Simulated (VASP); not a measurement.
**C: single point with HSE06**

The system is C.

```
C
1.0
     0.00000    1.78574    1.78574
     1.78574    0.00000    1.78574
     1.78574    1.78574    0.00000
C
2
Direct
  0.00000 0.00000 0.00000
  0.25000 0.25000 0.25000
```

```yaml
Program: VASP 6.6.1
Task: single point
Functional: HSE06
Potentials_or_basis: VASP PAW PBE potentials, release 64 (C)
Cutoff: 520 eV
k_mesh: 8 × 8 × 8
Occupations: gaussian, width 0.02 eV
Spin: no spin polarisation
Dipole_correction: no
Grid_for_exact_exchange_PRECFOCK: Normal
Further_INCAR_settings: ALGO = Normal; EDIFF = 1e-06; NBANDS = 11
Share_of_exact_exchange: 0.25
Screening_parameter: 0.2079 1/Å
```

```json
{"Pressure": "-9.1 GPa", "Band gap on the k mesh": "5.27 eV (least direct gap 6.96 eV)"}
```

Levels at points of the mesh, in eV from the valence-band top:
```
           k point  band 2  band 3  band 4  band 5  band 6  band 7
(0.00, 0.00, 0.00)    0.00    0.00    0.00    6.96    6.96    6.96
(0.50, 0.00, 0.00)  -14.57   -3.05   -3.05   10.00   10.00   10.28
(0.50, 0.50, 0.00)  -14.04   -6.85   -6.85    5.90    5.90   19.15
```

Wall time 17 min on 1 thread of Intel Xeon 8259CL, with other jobs on the host, peak memory 0.23 GiB.

Caveat: the cell stands under tension; the PAW data sets were made with another functional, which shifts forces and pressure a little. A k mesh can miss the band edges.
